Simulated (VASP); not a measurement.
# Zr in VASP: a series of runs

Zr is run at these levels: PBEsol; tasks: single point.

Program: VASP 6.6.1. These are calculated values, not measurements. Logs are shortened: lines on timing, memory, paths and dates and some standing lists are left out, and cuts for length are marked.

**1. The cell of the first run**

The cell holds a slab with vacuum, 5 atoms: a = 3.183 Å, b = 3.183 Å, c = 25.235 Å, α = 90.00°, β = 90.00°, γ = 120.00°.

**2. Single point, PBEsol**

Contents of INCAR:

```
PREC = Accurate
ENCUT = 520
EDIFF = 1E-6
ISMEAR = 0
SIGMA = 0.1
LREAL = False
LASPH = True
NELM = 60
ALGO = Fast
ISIF = 2
LWAVE = False
LCHARG = False
LDIPOL = True
IDIPOL = 3
DIPOL = 0.5 0.5 0.500
GGA = PS
NBANDS = 38
```

Contents of KPOINTS:

```
Automatic mesh
0
Gamma
  12 12 1
```

Contents of POSCAR:

```
Zr
1.0
    3.1834311920      0.0000000000      0.0000000000
   -1.5917155960      2.7569322835      0.0000000000
    0.0000000000      0.0000000000     25.2352530280
Zr
5
Direct
    0.3333333333      0.6666666667      0.2972032811
    0.6666666667      0.3333333333      0.3986016406
    0.3333333333      0.6666666667      0.5000000000
    0.6666666667      0.3333333333      0.6013983594
    0.3333333333      0.6666666667      0.7027967189
```

Potentials or basis: VASP PAW PBE potentials, release 64 (Zr_sv).

Command:

```sh
$ cat potpaw_PBE.64/Zr_sv/POTCAR > POTCAR
$ mpirun -np 1 vasp_std > vasp.out
```

OUTCAR:

```text
PREC = Accurate
   ENCUT = 520
   EDIFF = 1E-6
   ISMEAR = 0
   LREAL = False
   LASPH = True
   NELM = 60
   ISIF = 2
   GGA = PS

 ion  position               nearest neighbor table
   1  0.333  0.667  0.297-   2 3.15   2 3.15   2 3.15
   2  0.667  0.333  0.399-   3 3.15   3 3.15   3 3.15   1 3.15   1 3.15   1 3.15
   3  0.333  0.667  0.500-   2 3.15   4 3.15   2 3.15   4 3.15   2 3.15   4 3.15
   4  0.667  0.333  0.601-   3 3.15   3 3.15   3 3.15   5 3.15   5 3.15   5 3.15
   5  0.333  0.667  0.703-   4 3.15   4 3.15   4 3.15

  LATTYP: Found a hexagonal cell.
 ALAT       =     3.1834311920
 C/A-ratio  =     7.9270609308

  Lattice vectors:

 A1 = (   3.1834311920,   0.0000000000,   0.0000000000)
 A2 = (  -1.5917155960,   2.7569322835,   0.0000000000)
 A3 = (   0.0000000000,   0.0000000000,  25.2352530280)

Analysis of symmetry for initial positions (statically):
=====================================================================
 Subroutine PRICEL returns:
 Original cell was already a primitive cell.

 Routine SETGRP: Setting up the symmetry group for a
 hexagonal supercell.

 Subroutine GETGRP returns: Found 12 space group operations
 (whereof 12 operations were pure point group operations)
 out of a pool of 24 trial point group operations.

The static configuration has the point symmetry D_3h.

Analysis of symmetry for dynamics (positions and initial velocities):
=====================================================================
 Subroutine PRICEL returns:
 Original cell was already a primitive cell.

 Routine SETGRP: Setting up the symmetry group for a
 hexagonal supercell.

 Subroutine GETGRP returns: Found 12 space group operations
 (whereof 12 operations were pure point group operations)
 out of a pool of 24 trial point group operations.

The dynamic configuration has the point symmetry D_3h.

 Subroutine INISYM returns: Found 12 space group operations
 (whereof 12 operations are pure point group operations),
 and found     1 'primitive' translations

----------------------------------------------------------------------------------------

                                     Primitive cell

  volume of cell :     221.4773

  direct lattice vectors                    reciprocal lattice vectors
     3.183431192  0.000000000  0.000000000     0.314126469  0.181361001  0.000000000
    -1.591715596  2.756932283  0.000000000     0.000000000  0.362722003  0.000000000
     0.000000000  0.000000000 25.235253028     0.000000000  0.000000000  0.039627104

  length of vectors
     3.183431192  3.183431192 25.235253028     0.362722003  0.362722003  0.039627104

  position of ions in fractional coordinates (direct lattice)
     0.333333333  0.666666667  0.297203281
     0.666666667  0.333333333  0.398601641
     0.333333333  0.666666667  0.500000000
     0.666666667  0.333333333  0.601398359
     0.333333333  0.666666667  0.702796719

  ion indices of the primitive-cell ions
   primitive index   ion index
                 1           1
                 2           2
                 3           3
                 4           4
                 5           5

----------------------------------------------------------------------------------------

 KPOINTS: Automatic mesh

Automatic generation of k-mesh.
 Grid dimensions read from file:
 generate k-points for:   12   12    1

 Generating k-lattice:

  Cartesian coordinates                     Fractional coordinates (reciprocal lattice)
     0.026177206  0.015113417  0.000000000     0.083333333  0.000000000  0.000000000
     0.000000000  0.030226834  0.000000000     0.000000000  0.083333333  0.000000000
     0.000000000  0.000000000  0.039627104     0.000000000  0.000000000  1.000000000

  Length of vectors
     0.030226834  0.030226834  0.039627104

  Shift w.r.t. Gamma in fractional coordinates (k-lattice)
     0.000000000  0.000000000  0.000000000

 Subroutine IBZKPT returns following result:
 ===========================================

 Found     19 irreducible k-points:

 Following reciprocal coordinates:
            Coordinates               Weight
  0.000000  0.000000  0.000000      1.000000
  0.083333  0.000000  0.000000      6.000000
  0.166667 -0.000000  0.000000      6.000000
  0.250000  0.000000  0.000000      6.000000
  0.333333 -0.000000  0.000000      6.000000
  0.416667  0.000000  0.000000      6.000000
[... 11 lines left out ...]
  0.333333  0.250000  0.000000     12.000000
  0.333333  0.333333  0.000000      2.000000
   k-points           NKPTS =     19   k-points in BZ     NKDIM =     19   number of bands    NBANDS=     38
   number of dos      NEDOS =    301   number of ions     NIONS =      5
   total plane-waves  NPLWV = 110592
   dimension x,y,z NGX =    24 NGY =   24 NGZ =  192
   dimension x,y,z NGXF=    48 NGYF=   48 NGZF=  384
   ions per type =               5
   NGX,Y,Z   is equivalent  to a cutoff of  12.53, 12.53, 12.65 a.u.
   NGXF,Y,Z  is equivalent  to a cutoff of  25.07, 25.07, 25.30 a.u.
 SYSTEM =  unknown system
   PREC   = accura    normal or accurate (medium, high low for compatibility)
   ISTART =      0    job   : 0-new  1-cont  2-samecut
   ICHARG =      2    charge: 1-file 2-atom 10-const
   ISPIN  =      1    spin polarized calculation?
   LNONCOLLINEAR =      F non collinear calculations
   LSORBIT =      F    spin-orbit coupling
   LASPH  =      T    aspherical Exc in radial PAW
   ENCUT  =  520.0 eV  38.22 Ry    6.18 a.u.   5.92  5.92 46.92*2*pi/ulx,y,z
   NELM   =     60;   NELMIN=  2; NELMDL= -5     # of ELM steps
   EDIFF  = 0.1E-05   stopping-criterion for ELM
   LREAL  =      F    real-space projection
   EDIFFG = 0.1E-04   stopping-criterion for IOM
   NSW    =      0    number of steps for IOM
   IBRION =     -1    ionic relax: 0-MD 1-quasi-New 2-CG
   NFREE  =      0    steps in history (QN), initial steepest desc. (CG)
   ISIF   =      2    stress and relaxation
   ISYM   =      2    0-nonsym 1-usesym 2-fastsym
   POTIM  = 0.5000    time-step for ionic-motion
   TEBEG  =    0.0;   TEEND  =   0.0 temperature during run
   PSTRESS=    0.0 pullay stress
   NELECT =      60.0000    total number of electrons
   NUPDOWN=      -1.0000    fix difference up-down
   EMIN   =  10.00;   EMAX   =-10.00  energy-range for DOS
   EFERMI =   0.00;   METHOD = LEGACY
   ISMEAR =     0;   SIGMA  =   0.10  broadening in eV -4-tet -1-fermi 0-gaus
   EFERMI_NEDOS =   21; number of points for ismear=-14 and -15
   IALGO  =     68    algorithm
   IMIX   =      4    mixing-type and parameters
     AMIX     =   0.40;   BMIX     =  1.00
     AMIX_MAG =   1.60;   BMIX_MAG =  1.00
  volume/ion in A,a.u.               =      44.30       298.92
  Fermi-wavevector in a.u.,A,eV,Ry     =   1.059292  2.001771 15.267078  1.122099
  Thomas-Fermi vector in A             =   2.194632
   LORBIT       =      0    0 simple, 1 ext, 2 COOP (PROOUT), +10 PAW based schemes
   GGA     = PS    functional components
   LHFCALC =     F    Hartree Fock is set to
   AEXX    =    0.0000 exact exchange contribution
   IVDW    =     0    specifies the selected vdW correction
   LEPSILON=     F    determine dielectric tensor
   LRPA    =     F    only Hartree local field effects (RPA)
 non-spin polarized calculation
 RMM-DIIS sequential band-by-band and
 Gauss-broadening in eV      SIGMA  =   0.10
  energy-cutoff  :      520.00
  volume of cell :      221.48
 maximum number of plane-waves:      6006
 NGX is ok and might be reduce to    24
   NGX = 11   NGY = 11   NGZ = 93

 dipolmoment           0.000000      0.000000      0.000000 electrons x Angstroem

 number of electron      60.0000000 magnetization

 dipolmoment           0.000000      0.000000     -0.000000 electrons x Angstroem

 Free energy of the ion-electron system (eV)
  ---------------------------------------------------
  ext. energy  EPLUGINS =         0.00000000
  ---------------------------------------------------
  free energy    TOTEN  =       -43.40429205 eV

  energy without entropy =      -43.36390279  energy(sigma->0) =      -43.38409742

 E-fermi :   2.6761     XC(G=0):  -6.5777

 val. band max:        2.6394994460   @ k =   0.3333   0.1667   0.0000
 cond. band min:       2.6802803054   @ k =   0.1667  -0.0000   0.0000
 fundamental gap:      0.0407808594
 Fermi energy:         2.6760721526

 k-point     1 :       0.0000    0.0000    0.0000
  band No.  band energies     occupation
      1     -46.1979      2.00000
      2     -46.1977      2.00000
      3     -45.8972      2.00000
      4     -45.8444      2.00000
      5     -45.7723      2.00000
      6     -24.5593      2.00000
[... 30 lines left out ...]
     37       3.7194      0.00000
     38       4.0945      0.00000

 k-point     2 :       0.0833    0.0000    0.0000
  band No.  band energies     occupation
      1     -46.1909      2.00000
      2     -46.1908      2.00000
      3     -45.8887      2.00000
      4     -45.8379      2.00000
      5     -45.7674      2.00000
      6     -24.5404      2.00000
[... 30 lines left out ...]
     37       3.7985      0.00000
     38       3.8310      0.00000

 k-point     3 :       0.1667   -0.0000    0.0000
  band No.  band energies     occupation
      1     -46.1717      2.00000
      2     -46.1716      2.00000
      3     -45.8654      2.00000
      4     -45.8201      2.00000
      5     -45.7544      2.00000
      6     -24.4884      2.00000
[... 30 lines left out ...]
     37       4.0488      0.00000
[... 576 lines left out ...]
 k-point    18 :       0.3333    0.2500    0.0000
  band No.  band energies     occupation
      1     -46.0826      2.00000
      2     -46.0826      2.00000
      3     -45.7411      2.00000
      4     -45.7370      2.00000
      5     -45.7091      2.00000
      6     -24.4738      2.00000
[... 30 lines left out ...]
     37       4.3974      0.00000
     38       4.6368      0.00000

 k-point    19 :       0.3333    0.3333    0.0000
  band No.  band energies     occupation
      1     -46.0791      2.00000
      2     -46.0791      2.00000
      3     -45.7337      2.00000
      4     -45.7337      2.00000
      5     -45.7097      2.00000
      6     -24.4004      2.00000
[... 30 lines left out ...]
     37       4.5268      0.00000
     38       4.6740      0.00000

------------------------ aborting loop because EDIFF is reached ----------------------------------------

 vacuum level on the upper side and lower side of the slab       (xc-potential included)        -0.144        -0.144

  FORCE on cell =-STRESS in cart. coord.  units (eV):
  Direction    XX          YY          ZZ          XY          YZ          ZX
  --------------------------------------------------------------------------------------
  -------------------------------------------------------------------------------------
  Total       -2.3738474     -2.3738474     -2.3538770      0.0000000     -0.0000000      0.0000000
  in kB      -17.1725250    -17.1725250    -17.0280582      0.0000000     -0.0000000      0.0000000
  external PRESSURE =     -17.1243694 kB  Pullay stress =       0.0000000 kB

 VOLUME and BASIS-vectors are now :
 -----------------------------------------------------------------------------
  energy-cutoff  :      520.00
  volume of cell :      221.48
      direct lattice vectors                 reciprocal lattice vectors
     3.183431192  0.000000000  0.000000000     0.314126469  0.181361001  0.000000000
    -1.591715596  2.756932283  0.000000000     0.000000000  0.362722003  0.000000000
     0.000000000  0.000000000 25.235253028     0.000000000  0.000000000  0.039627104

 POSITION                                       TOTAL-FORCE (eV/Angst)
 -----------------------------------------------------------------------------------
     -0.00000      1.83795      7.50000         0.000000     -0.000000      0.559327
      1.59172      0.91898     10.05881        -0.000000      0.000000     -0.662813
     -0.00000      1.83795     12.61763        -0.000000     -0.000000      0.000000
      1.59172      0.91898     15.17644         0.000000      0.000000      0.662813
     -0.00000      1.83795     17.73525         0.000000     -0.000000     -0.559327
 -----------------------------------------------------------------------------------
    total drift:                                0.000000     -0.000000     -0.000000

  FREE ENERGIE OF THE ION-ELECTRON SYSTEM (eV)
  ---------------------------------------------------
  free  energy   TOTEN  =       -43.4042920548 eV

  energy  without entropy=      -43.3639027894  energy(sigma->0) =      -43.38409742

 vacuum level on the upper side and lower side of the slab         6.899         6.899
```

Wall time 6.8 min (1 thread of AMD EPYC 7R13, shared host); peak memory 0.38 GiB.

Results:

- Free energy: -43.4043 eV
- Largest force: 0.663 eV/Å
- Band gap on the k mesh: zero (band 30 reaches 3.49 eV, above the bottom of band 31 at 2.22 eV)

Forces in eV/Å, atoms in the order of the input:
```
Zr   0.000  0.000  0.559
Zr   0.000  0.000 -0.663
Zr   0.000  0.000  0.000
Zr   0.000  0.000  0.663
Zr   0.000  0.000 -0.559
```

Levels at points of the mesh, in eV from the Fermi level:
| k point | band 27 | band 28 | band 29 | band 30 | band 31 | band 32 |
| --- | --- | --- | --- | --- | --- | --- |
| (0.00, 0.00, 0.00) | -0.10 | 0.37 | 0.49 | 0.81 | 0.81 | 0.82 |
| (0.50, 0.00, 0.00) | -1.28 | -1.10 | -0.94 | 0.10 | 0.72 | 0.84 |

Caveat: the PAW data sets were made with another functional, which shifts forces and pressure a little.

**3. Single point, PBEsol**

Contents of INCAR:

```
SYSTEM = Zr
PREC     = Accurate       ! precision mode
ENCUT    = 520            ! plane-wave cutoff, eV
EDIFF    = 1E-6           ! SCF threshold, eV
ISMEAR   = 0              ! smearing method
SIGMA    = 0.1            ! smearing width, eV
LREAL    = .False.        ! projectors in reciprocal space
LASPH    = .True.         ! aspherical terms in the spheres
NELM     = 80             ! most SCF steps
ALGO     = Fast           ! electronic algorithm
ISIF     = 2              ! what is computed and relaxed
LWAVE    = .False.        ! write WAVECAR
LCHARG   = .True.         ! write CHGCAR
LDIPOL   = .True.       
IDIPOL   = 3            
DIPOL    = 0.5 0.5 0.500
GGA      = PS             ! functional
LELF     = .True.         ! ELF
LVHAR    = .True.       
LVACPOTAV= .True.       
NBANDS   = 38             ! bands
```

Contents of KPOINTS:

```
regular mesh
0
Gamma
  12 12 1
  0 0 0
```

Contents of POSCAR:

```
Zr
1.0
    3.1834311920      0.0000000000      0.0000000000
   -1.5917155960      2.7569322835      0.0000000000
    0.0000000000      0.0000000000     25.2352530280
Zr
5
Direct
    0.3333333333      0.6666666667      0.3015084251
    0.6666666667      0.3333333333      0.3962775518
    0.3333333333      0.6666666667      0.4999997898
    0.6666666667      0.3333333333      0.6037225841
    0.3333333333      0.6666666667      0.6984916492
```

Potentials or basis: VASP PAW PBE potentials, release 64 (Zr_sv).

Command:

```sh
$ cat potpaw_PBE.64/Zr_sv/POTCAR > POTCAR
$ mpirun -np 1 vasp_std > vasp.out
```

It took 8 min on 1 thread of AMD EPYC 7R13, shared host; peak memory 0.38 GiB.

It converged, with:

```yaml
Free_energy: -43.5139 eV
Largest_force: 0.017 eV/Å
Band_gap_on_the_k_mesh: zero (band 30 reaches 3.39 eV, above the bottom of band 31 at 2.21 eV)
```

Forces in eV/Å, atoms in the order of the input:
```
Zr   0.000  0.000 -0.009
Zr   0.000  0.000  0.017
Zr   0.000  0.000  0.000
Zr   0.000  0.000 -0.017
Zr   0.000  0.000  0.009
```

Levels at points of the mesh, in eV from the Fermi level:
| k point | band 26 | band 27 | band 28 | band 29 | band 30 | band 31 | band 32 | band 33 |
| --- | --- | --- | --- | --- | --- | --- | --- | --- |
| (0.00, 0.00, 0.00) | -0.24 | -0.20 | 0.49 | 0.51 | 0.69 | 0.69 | 0.77 | 0.77 |
| (0.50, 0.00, 0.00) | -1.87 | -1.33 | -1.12 | -0.84 | 0.21 | 0.73 | 0.75 | 1.18 |

Caveat: the PAW data sets were made with another functional, which shifts forces and pressure a little.
